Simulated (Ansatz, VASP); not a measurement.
## One calculation of ZnSe, two programs

INCAR

```
SYSTEM = ZnSe
PREC = Accurate ; ENCUT = 520
EDIFF = 1E-6 ; ISMEAR = -1
SIGMA = 0.08 ; LREAL = .FALSE.
LASPH = .TRUE. ; NELM = 100
ALGO = Normal ; ISIF = 2
LWAVE = .FALSE. ; LCHARG = .FALSE.
GGA = PE ; NBANDS = 16
```

Contents of KPOINTS:

```
Automatic mesh
0
G
  15 15 15
  0 0 0
```

POSCAR

```
ZnSe
1.0
    3.2848560637      0.0000000000      0.0000000000
    0.0000000000      3.2848560637      0.0000000000
    0.0000000000      0.0000000000      3.2848560637
Zn Se
1 1
Direct
    0.0000000000      0.0000000000      0.0000000000
    0.5000000000      0.5000000000      0.5000000000
```

Input for Ansatz:

```yaml
crystal:
  lattice:
    - [3.2848560637, 0.0, 0.0]
    - [0.0, 3.2848560637, 0.0]
    - [0.0, 0.0, 3.2848560637]
  atoms:
    - { symbol: Zn, position: [0.0, 0.0, 0.0] }
    - { symbol: Se, position: [0.5, 0.5, 0.5] }
kpoints:
  mp_grid: { grid: [15, 15, 15] }
scf:
  occupations: { method: fermi_dirac, width: 0.08 }
hamiltonian:
  xc: pbe
  pseudopotentials: { kind: paw }
output:
  forces: true
  stress: true
  eigenvalues: true
  populations: true
  write_density: true
  write_potential: true
  elf: true
  volumetric_format: npy
```

Change from the starting cell: volume scaled by 0.94, PAW files.

Alike in both runs: task single point; functional PBE; k mesh 15 × 15 × 15; occupations fermi-dirac, width 0.08 eV; no spin polarisation.

```csv
,VASP,Ansatz
version,VASP 6.6.1,Ansatz 0.2.0
potentials or method,"VASP PAW PBE potentials, release 64 (Zn, Se)","PAW with Ansatz's default frozen-core files, scalar-relativistic"
plane-wave cutoff (eV),520,420
valence electrons in the cell,18,28
```

VASP gave:

| Item | Value |
| --- | --- |
| pressure (GPa) | 4.7 |

Problem. Estimate Ansatz's values.

Solution. Pressure (GPa): 4.5.

VASP's potentials hold 18 valence electrons a cell and Ansatz's 28, so a difference there can come from the potentials and not from the codes.
